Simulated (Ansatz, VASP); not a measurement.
# One calculation of TiN, two programs

```
Ti N
1.0
     0.00000    2.10197    2.10197
     2.10197    0.00000    2.10197
     2.10197    2.10197    0.00000
Ti N
1 1
Direct
  0.00000 0.00000 0.00000
  0.50000 0.50000 0.50000
```

Alike in both runs: task single point; functional PBEsol; k mesh 18 × 18 × 18; occupations gaussian, width 0.1 eV; no spin polarisation.

```csv
,VASP,Ansatz
version,VASP 6.6.1,Ansatz 0.2.0
potentials or method,"VASP PAW PBE potentials, release 64 (Ti_sv, N), cutoff 520 eV","scalar-relativistic, plane waves, PAW"
valence electrons in the cell,17,17
```

|  | VASP | Ansatz | Ansatz less VASP |
| --- | --- | --- | --- |
| gap on the k mesh at the Fermi level (eV) | none | none | - |
| pressure (GPa) | 0.5 | 0.0 | -0.47 |

VASP's potentials were made for PBE, not for PBEsol. A gap of «none» marks a metal or a gap that the smearing closes.
